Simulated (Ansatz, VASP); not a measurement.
# Two plane-wave programs on Ga

```
CELL_PARAMETERS angstrom
-1.65041 1.65041 1.65041
1.65041 -1.65041 1.65041
1.65041 1.65041 -1.65041
ATOMIC_POSITIONS crystal
Ga 0.00000 0.00000 0.00000
```

Alike in both runs: task single point; functional PBEsol; k mesh 15 × 15 × 15; occupations fermi-dirac, width 0.1 eV; no spin polarisation.

|  | VASP | Ansatz |
| --- | --- | --- |
| version | VASP 6.6.1 | Ansatz 0.2.0 |
| potentials or method | VASP PAW PBE potentials, release 64 (Ga_d), cutoff 500 eV | plane waves (420 eV) with PAW, scalar-relativistic |
| valence electrons in the cell | 13 | 13 |

```csv
,VASP,Ansatz,Ansatz less VASP
pressure (GPa),-0.1,-0.1,-0.03
```

VASP's potentials were made for PBE, not for PBEsol, and Ansatz warns of the same on its side. With one functional, cell and mesh, what is left measures potentials, basis and numerics.
